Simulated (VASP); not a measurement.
# CsH: single point with LDA

Crystal: CsH.

```xyz
2
Lattice="0.0199 3.1880 3.1880 3.1880 0.0199 3.1880 3.2079 3.2079 0.0000" Properties=species:S:1:pos:R:3 pbc="T T T"
Cs    0.0000    0.0000    0.0000
H     3.2079    3.2079    3.1880
```

This cell differs from its parent crystal: strain +0.0125 x Voigt [0, 0, 0, 0, 0, 1].

```
Program                : VASP 6.6.1
Task                   : single point
Functional             : LDA
Potentials or basis    : VASP PAW LDA potentials, release 64 (Cs_sv, H)
Cutoff                 : 520 eV
k mesh                 : 8 × 8 × 8
Occupations            : gaussian, width 0.05 eV
Spin                   : no spin polarisation
Dipole correction      : no
Further INCAR settings : ALGO = Normal; EDIFF = 1e-07; NBANDS = 12
```

```json
{"Pressure": "-1.2 GPa", "Band gap on the k mesh": "1.93 eV (least direct gap 1.94 eV)"}
```

Stress tensor (GPa, compression positive):
```
-1.24 -0.07  0.00
-0.07 -1.24  0.00
 0.00  0.00 -1.24
```

Levels at points of the mesh, in eV from the valence-band top:
```tsv
k point	band 2	band 3	band 4	band 5	band 6	band 7	band 8	band 9
(0.00, 0.00, 0.00)	-7.90	-7.90	-7.90	-1.88	4.92	4.97	5.04	5.66
(0.50, 0.00, 0.00)	-8.78	-8.00	-8.00	0.00	1.94	4.49	4.57	6.99
(0.50, 0.50, 0.00)	-8.65	-8.19	-8.17	-1.23	2.85	5.31	7.85	8.01
(0.00, 0.00, 0.50)	-8.77	-7.99	-7.99	-0.01	1.93	4.52	4.60	6.99
(0.50, 0.00, 0.50)	-8.65	-8.18	-8.18	-1.23	2.85	5.31	7.85	8.07
```

It took 110 s on 1 thread of Intel Xeon 8259CL, on a shared host, peak memory 0.22 GiB.

Caveat: the cell differs from its parent crystal (strain +0.0125 x Voigt [0, 0, 0, 0, 0, 1]); spin-orbit coupling is left out, which moves the levels of the heavy elements. A k mesh can miss the band edges.
